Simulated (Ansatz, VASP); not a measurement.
One calculation of Na2S, two programs

```
Na S
1.0
     0.00000    3.29884    3.29884
     3.29884    0.00000    3.29884
     3.29884    3.29884    0.00000
Na S
2 1
Direct
  0.25000 0.25000 0.25000
  0.75000 0.75000 0.75000
  0.00000 0.00000 0.00000
```

Alike in both runs: task relaxation of the atoms; functional r2SCAN; k mesh 8 × 8 × 8; occupations fermi-dirac, width 0.02 eV; no spin polarisation.

```csv
,VASP,Ansatz
version,VASP 6.6.1,Ansatz 0.2.0
potentials or method,"VASP PAW PBE potentials, release 64 (Na_pv, S), cutoff 500 eV",PAW plane waves
valence electrons in the cell,20,24
```

Ansatz gave:

| Property | Result |
| --- | --- |
| gap on the k mesh at the Fermi level, each at its own relaxed structure (eV) | 2.95 |

**Question.** What did VASP give for the same quantities?

**Answer.** gap on the k mesh at the Fermi level, each at its own relaxed structure (eV): 2.98.

VASP's potentials were made for PBE, not for r2SCAN. VASP's potentials hold 20 valence electrons a cell and Ansatz's 24, so a difference there can come from the potentials and not from the codes. Ansatz's warnings: stress scf threshold loose.

Noted on VASP's run: the relaxation stopped at its first step, so nothing moved.
